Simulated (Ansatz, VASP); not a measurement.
**TaTe in VASP and in Ansatz**

```
Ta Te
1.0
     3.37387    0.00000    0.00000
     0.00000    3.37387    0.00000
     0.00000    0.00000    3.37387
Ta Te
1 1
Direct
  0.50000 0.50000 0.50000
  0.00000 0.00000 0.00000
```

Alike in both runs: task single point; functional PBE; k mesh 8 × 8 × 8; occupations fermi-dirac, width 0.05 eV; no spin polarisation.

|  | VASP | Ansatz |
| --- | --- | --- |
| version | VASP 6.6.1 | Ansatz 0.2.0 |
| potentials or method | VASP PAW PBE potentials, release 64 (Ta_pv, Te) | Ansatz PAW soft_1 |
| plane-wave cutoff (eV) | 520 | 420 |
| valence electrons in the cell | 17 | 29 |

```csv
,VASP,Ansatz,Ansatz less VASP
gap on the k mesh at the Fermi level (eV),none,none,-
pressure (GPa),6.7,6.7,-0.02
```

A gap of «none» marks a metal or a gap that the smearing closes. VASP's potentials hold 17 valence electrons a cell and Ansatz's 29, so a difference there can come from the potentials and not from the codes.

Spin-orbit coupling is off throughout.
